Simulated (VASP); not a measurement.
# V in VASP: a series of runs, part 2 of 2

VASP 6.6.1. Earlier steps stand in the parts before.

**4. Electric field gradients, PBEsol, collinear spin, ferromagnetic start (equal xy, yz and zx shear strains of +1 %)**

INCAR reads:

```
SYSTEM = V
  ALGO = Normal
  EDIFF = 1E-8
  ENCUT = 400
  GGA = PS
  GGA_COMPAT = .FALSE.
  ISIF = 2
  ISMEAR = -1
  ISPIN = 2
  LASPH = .TRUE.
  LCHARG = .FALSE.
  LEFG = .TRUE.
  LMAXMIX = 4
  LORBIT = 11
  LREAL = .FALSE.
  LWAVE = .FALSE.
  MAGMOM = 1.5
  NBANDS = 16
  NELM = 200
  PREC = Accurate
  SIGMA = 0.03
```

KPOINTS reads:

```
k-points
0
G
  19 19 19
  0 0 0
```

POSCAR reads:

```
V
1.0
   -1.4978700000      1.5130000000      1.5130000000
    1.5130000000     -1.4978700000      1.5130000000
    1.5130000000      1.5130000000     -1.4978700000
V
1
Direct
    0.0000000000      0.0000000000      0.0000000000
```

Potentials or basis: VASP PAW PBE potentials, release 64 (V_sv).

Run with:

```console
> cat potpaw_PBE.64/V_sv/POTCAR > POTCAR
> mpirun -np 1 vasp_std > vasp.out
```

OUTCAR:

```text
SYSTEM = V
   EDIFF = 1E-8
   ENCUT = 400
   GGA = PS
   ISIF = 2
   ISMEAR = -1
   ISPIN = 2
   LASPH = .TRUE.
   LORBIT = 11
   LREAL = .FALSE.
   NELM = 200
   PREC = Accurate

 ion  position               nearest neighbor table
   1  0.000  0.000  0.000-

  LATTYP: Found a trigonal (rhomboedric) cell.
 ALAT       =     2.6118867772
 COS(alpha) =    -0.3288480252

  Lattice vectors:

 A1 = (  -1.4978700000,   1.5130000000,   1.5130000000)
 A2 = (   1.5130000000,  -1.4978700000,   1.5130000000)
 A3 = (   1.5130000000,   1.5130000000,  -1.4978700000)
[... 1146 lines left out ...]

 Electric field gradients (V/A^2)
---------------------------------------------------------------------
 ion       V_xx      V_yy      V_zz      V_xy      V_xz      V_yz
---------------------------------------------------------------------
   1      -0.000     0.000    -0.000    -1.318    -1.318    -1.318
---------------------------------------------------------------------

 Electric field gradients after diagonalization (V/A^2)
 (convention: |V_zz| > |V_xx| > |V_yy|)
----------------------------------------------------------------------
 ion       V_xx      V_yy      V_zz     asymmetry (V_yy - V_xx)/ V_zz
----------------------------------------------------------------------
   1       1.318     1.318    -2.637       0.000
----------------------------------------------------------------------

           NMR quadrupolar parameters

 Cq : quadrupolar parameter    Cq=e*Q*V_zz/h
 eta: asymmetry parameters     (V_yy - V_xx)/ V_zz
 Q  : nuclear electric quadrupole moment in mb (millibarn)
----------------------------------------------------------------------
 ion       Cq(MHz)       eta       Q (mb)
----------------------------------------------------------------------
   1      -0.006       0.000       1.000
----------------------------------------------------------------------

 total charge

# of ion       s       p       d       tot
------------------------------------------
    1        2.335   6.215   3.061  11.611

 magnetization (x)

# of ion       s       p       d       tot
------------------------------------------
    1       -0.000   0.000  -0.000  -0.000
```

OSZICAR:

```text
N       E                     dE             d eps       ncg     rms          rms(c)
DAV:   1     0.765692095266E+02    0.76569E+02   -0.55808E+03 43776   0.738E+02
DAV:   2    -0.967100084132E+01   -0.86240E+02   -0.82832E+02 47080   0.238E+02
DAV:   3    -0.109087424287E+02   -0.12377E+01   -0.12363E+01 48832   0.314E+01
DAV:   4    -0.109130548570E+02   -0.43124E-02   -0.43124E-02 50792   0.193E+00
DAV:   5    -0.109130859886E+02   -0.31132E-04   -0.31132E-04 49304   0.152E-01    0.194E+01
DAV:   6    -0.960579498325E+01    0.13073E+01   -0.18514E+00 43696   0.230E+01    0.208E+00
DAV:   7    -0.960814849616E+01   -0.23535E-02   -0.77126E-02 48208   0.247E+00    0.152E+00
DAV:   8    -0.960642602507E+01    0.17225E-02   -0.53577E-03 47536   0.832E-01    0.859E-01
DAV:   9    -0.960407767195E+01    0.23484E-02   -0.14050E-03 49232   0.448E-01    0.174E-01
DAV:  10    -0.960427239300E+01   -0.19472E-03   -0.54389E-04 47456   0.209E-01    0.359E-02
DAV:  11    -0.960428401136E+01   -0.11618E-04   -0.25531E-05 49688   0.504E-02    0.161E-02
DAV:  12    -0.960428793084E+01   -0.39195E-05   -0.44178E-06 45912   0.207E-02    0.415E-03
DAV:  13    -0.960428770218E+01    0.22866E-06   -0.65977E-08 49664   0.245E-03    0.992E-04
DAV:  14    -0.960428767217E+01    0.30004E-07   -0.66126E-09 32896   0.606E-04    0.254E-04
DAV:  15    -0.960428769102E+01   -0.18844E-07   -0.10149E-09 22736   0.293E-04    0.102E-04
DAV:  16    -0.960428769481E+01   -0.37883E-08   -0.15239E-10 22184   0.118E-04
   1 F= -.96042877E+01 E0= -.96016032E+01  d E =-.536903E-02  mag=    -0.0000
```

Wall time 2.1 min (1 thread of Intel Xeon Platinum 8488C (Sapphire Rapids), shared host); peak memory 0.25 GiB.

What came out:

```yaml
Free_energy: -9.6043 eV
Pressure: -13.0 GPa
Net_moment: 0.00 μB per cell
Valence_electrons_inside_the_program's_atomic_spheres: V 11.61
```

Electric field gradients, principal values (V/Å²):
| atom | least | middle | greatest (by size) |
| --- | --- | --- | --- |
| 1 V | 1.318 | 1.318 | -2.637 |

Caveat: the cell differs from its parent crystal (equal xy, yz and zx shear strains of +1 %); without QUAD_EFG the Cq values of the log hold for a quadrupole moment of 1 mb, not for the nuclei; the PAW data sets were made with another functional, which shifts forces and pressure a little.

**5. Electric field gradients, PBEsol, collinear spin, ferromagnetic start (equal xx and yy strain of +2 %)**

INCAR reads:

```
PREC = Accurate ; ENCUT = 520
EDIFF = 1E-8 ; ISMEAR = -1
SIGMA = 0.03 ; LREAL = False
LASPH = True ; NELM = 150
ALGO = Normal ; ISIF = 2
LWAVE = False ; LCHARG = False
ISPIN = 2 ; MAGMOM = 1.5
LORBIT = 11 ; LMAXMIX = 4
GGA = PS ; LEFG = True
NBANDS = 16
```

KPOINTS reads:

```
regular mesh
0
Gamma
  19 19 19
```

POSCAR reads:

```
V
1.0
   -1.5432600000      1.5432600000      1.5130000000
    1.5432600000     -1.5432600000      1.5130000000
    1.5432600000      1.5432600000     -1.5130000000
V
1
Direct
    0.0000000000      0.0000000000      0.0000000000
```

Potentials or basis: VASP PAW PBE potentials, release 64 (V_sv).

Run with:

```console
> cat potpaw_PBE.64/V_sv/POTCAR > POTCAR
> mpirun -np 1 vasp_std > vasp.out
```

OUTCAR:

```text
PREC = Accurate
   ENCUT = 520
   EDIFF = 1E-8
   ISMEAR = -1
   LREAL = False
   LASPH = True
   NELM = 150
   ISIF = 2
   ISPIN = 2
   LORBIT = 11
   GGA = PS

 ion  position               nearest neighbor table
   1  0.000  0.000  0.000-

  LATTYP: Found a body centered tetragonal cell.
 ALAT       =     3.0865200000
 C/A-ratio  =     0.9803921569

  Lattice vectors:

 A1 = (  -1.5432600000,   1.5432600000,   1.5130000000)
 A2 = (   1.5432600000,  -1.5432600000,   1.5130000000)
 A3 = (   1.5432600000,   1.5432600000,  -1.5130000000)

Analysis of symmetry for initial positions (statically):
=====================================================================
 Subroutine PRICEL returns:
 Original cell was already a primitive cell.

 Routine SETGRP: Setting up the symmetry group for a
 body centered tetragonal supercell.

 Subroutine GETGRP returns: Found 16 space group operations
 (whereof 16 operations were pure point group operations)
 out of a pool of 16 trial point group operations.

The static configuration has the point symmetry D_4h.

Analysis of symmetry for dynamics (positions and initial velocities):
=====================================================================
 Subroutine PRICEL returns:
 Original cell was already a primitive cell.

 Routine SETGRP: Setting up the symmetry group for a
 body centered tetragonal supercell.

 Subroutine GETGRP returns: Found 16 space group operations
 (whereof 16 operations were pure point group operations)
 out of a pool of 16 trial point group operations.

The dynamic configuration has the point symmetry D_4h.

[... 631 lines left out ...]
      4     -28.3164      1.00000
      5       2.3052      1.00000
      6       9.0452      0.00004
[... 435 lines left out ...]
      5       4.2615      1.00000
      6       8.4088      0.99998
[... 8 lines left out ...]
     15      34.6722      0.00000
     16      34.7422      0.00000

 [... further k-points ...]

------------------------ aborting loop because EDIFF is reached ----------------------------------------

  FORCE on cell =-STRESS in cart. coord.  units (eV):
  Direction    XX          YY          ZZ          XY          YZ          ZX
  --------------------------------------------------------------------------------------
  -------------------------------------------------------------------------------------
  Total       -1.5967044     -1.5967044     -1.4148067      0.0000000      0.0000000     -0.0000000
  in kB     -177.4834961   -177.4834961   -157.2644503      0.0000000      0.0000000     -0.0000000
  external PRESSURE =    -170.7438142 kB  Pullay stress =       0.0000000 kB

 VOLUME and BASIS-vectors are now :
 -----------------------------------------------------------------------------
  energy-cutoff  :      520.00
  volume of cell :       14.41
      direct lattice vectors                 reciprocal lattice vectors
    -1.543260000  1.543260000  1.513000000     0.000000000  0.323989477  0.330469266
     1.543260000 -1.543260000  1.513000000     0.323989477  0.000000000  0.330469266
     1.543260000  1.543260000 -1.513000000     0.323989477  0.323989477  0.000000000

 POSITION                                       TOTAL-FORCE (eV/Angst)
 -----------------------------------------------------------------------------------
      0.00000      0.00000      0.00000         0.000000      0.000000      0.000000
 -----------------------------------------------------------------------------------
    total drift:                                0.000000     -0.000000     -0.000000

  FREE ENERGIE OF THE ION-ELECTRON SYSTEM (eV)
  ---------------------------------------------------
  free  energy   TOTEN  =        -9.5520544680 eV

  energy  without entropy=       -9.5460821244  energy(sigma->0) =       -9.54906830

 Electric field gradients (V/A^2)
---------------------------------------------------------------------
 ion       V_xx      V_yy      V_zz      V_xy      V_xz      V_yz
---------------------------------------------------------------------
   1       0.770     0.770    -1.540     0.002     0.002     0.002
---------------------------------------------------------------------

 Electric field gradients after diagonalization (V/A^2)
 (convention: |V_zz| > |V_xx| > |V_yy|)
----------------------------------------------------------------------
 ion       V_xx      V_yy      V_zz     asymmetry (V_yy - V_xx)/ V_zz
----------------------------------------------------------------------
   1       0.772     0.768    -1.540       0.003
----------------------------------------------------------------------

           NMR quadrupolar parameters

 Cq : quadrupolar parameter    Cq=e*Q*V_zz/h
 eta: asymmetry parameters     (V_yy - V_xx)/ V_zz
 Q  : nuclear electric quadrupole moment in mb (millibarn)
----------------------------------------------------------------------
 ion       Cq(MHz)       eta       Q (mb)
----------------------------------------------------------------------
   1      -0.004       0.003       1.000
----------------------------------------------------------------------

 total charge

# of ion       s       p       d       tot
------------------------------------------
    1        2.324   6.202   3.020  11.546

 magnetization (x)

# of ion       s       p       d       tot
------------------------------------------
    1        0.000   0.000   0.000   0.000
```

Run time: 5.9 min. Hardware: 1 thread of Oxide Virtual Turin-like, shared host; peak memory 0.25 GiB.

Results:

- Free energy: -9.5521 eV
- Pressure: -17.1 GPa
- Net moment: 0.00 μB per cell
- Valence electrons inside the program's atomic spheres: V 11.55

Stress tensor (GPa, compression positive):
```
-17.75   0.00   0.00
  0.00 -17.75   0.00
  0.00   0.00 -15.73
```

Electric field gradients, principal values (V/Å²):
```csv
atom,least,middle,greatest (by size)
1 V,0.768,0.772,-1.540
```

Caveat: the cell differs from its parent crystal (equal xx and yy strain of +2 %); without QUAD_EFG the Cq values of the log hold for a quadrupole moment of 1 mb, not for the nuclei; the PAW data sets were made with another functional, which shifts forces and pressure a little.

**6. Summary**

```csv
cell,cutoff (eV),gap on the mesh (eV),pressure (GPa),moment (μB)
"a = 2.567 Å, angles 109.5°, 1 atom",520,none,-1.1,0.00
"a = 2.603 Å, angles 109.5°, 1 atom",520,none,-8.5,0.00
"a = 2.612 Å, angles 109.2°, 1 atom",400,none,-13.0,0.00
"a = 2.656 Å, angles 108.9, 108.9, 110.5°, 1 atom",520,none,-17.1,0.00
```

Alike in all rows: task electric field gradients; level PBEsol; potentials or basis VASP PAW PBE potentials, release 64 (V_sv); spin collinear, ferromagnetic start; k mesh 19 × 19 × 19; smearing fermi-dirac 0.03 eV.

Caveats: the PAW data sets were made with another functional, which shifts forces and pressure a little.

Total energies depend on the potentials used, so only differences within one code and one set of settings carry meaning.
